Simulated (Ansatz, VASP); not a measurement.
Pt in VASP and in Ansatz

```
CELL_PARAMETERS angstrom
0.00000 2.02554 2.02554
2.02554 0.00000 2.02554
2.02554 2.02554 0.00000
ATOMIC_POSITIONS crystal
Pt 0.00000 0.00000 0.00000
```

Alike in both runs: task single point; functional BLYP; k mesh 7 × 7 × 7; occupations fermi-dirac, width 0.1 eV; collinear spin.

```csv
,VASP,Ansatz
version,VASP 6.6.1,Ansatz 0.2.0
potentials or method,"VASP PAW PBE potentials, release 64 (Pt), cutoff 500 eV","plane waves (420 eV) with PAW, scalar-relativistic"
valence electrons in the cell,10,18
```

|  | VASP | Ansatz | Ansatz less VASP |
| --- | --- | --- | --- |
| net moment per atom (μB) | 0.00 | 0.00 | -0.005 |

VASP's potentials were made for PBE, not for BLYP. VASP's potentials hold 10 valence electrons a cell and Ansatz's 18, so a difference there can come from the potentials and not from the codes. Ansatz's warnings: seeded moment not kept.

The k mesh is coarse, so the values compare programs but aren't converged. Spin-orbit coupling is off throughout.
